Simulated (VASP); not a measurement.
## Na3B: single point with PBE

The system is Na3B.

```
Na B
1.0
     4.67908    0.00000    0.00000
    -2.33954    4.05220    0.00000
     0.00000    0.00000    4.01271
Na B
3 1
Direct
  0.33333 0.66667 0.11727
  0.66667 0.33333 0.11727
  0.00000 0.00000 0.78143
  0.00000 0.00000 0.28956
```

The cell was generated, and may not be a known phase.

```json
{"Program": "VASP 6.6.1", "Task": "single point", "Functional": "PBE", "Potentials or basis": "VASP PAW PBE potentials, release 64 (Na_pv, B)", "Cutoff": "520 eV", "k mesh": "6 × 6 × 4", "Occupations": "gaussian, width 0.1 eV", "Spin": "no spin polarisation"}
```

* Pressure: 14.2 GPa
* Largest force: 1.024 eV/Å
* Band gap on the k mesh: zero (bands 12 and 13 overlap by 1.23 eV)

Forces on the atoms (eV/Å):
```
Na   0.000  0.000  0.606
Na   0.000  0.000  0.606
Na   0.000  0.000 -0.189
B    0.000  0.000 -1.024
```

Stress tensor (GPa, compression positive):
```
 8.17  0.00  0.00
 0.00  8.17  0.00
 0.00  0.00 26.20
```

Levels at points of the mesh, in eV from the Fermi level:
```
           k point  band 9  band 10  band 11  band 12  band 13  band 14  band 15  band 16
(0.00, 0.00, 0.00)  -24.03    -6.56     0.30     0.30     0.58     1.19     4.64     4.64
(0.50, 0.00, 0.00)  -24.04    -5.81    -2.34    -0.17     1.52     1.83     4.14     6.55
(0.00, 0.00, 0.50)  -24.03    -5.51    -2.22     0.56     0.56     3.23     4.36     6.40
(0.50, 0.00, 0.50)  -24.03    -4.96    -1.15    -0.94     0.25     0.90     3.84     4.58
```

Wall time 10 s on 1 thread of Intel(R) Xeon(R) 6975P-C (Granite Rapids) (shared host), peak memory 0.18 GiB.

Caveat: the k points lie up to 0.39 Å⁻¹ apart, too coarse for converged energies and pressures of a metal; forces of over 1 eV/Å act on the atoms, so gaps and moduli don't describe the material at rest.
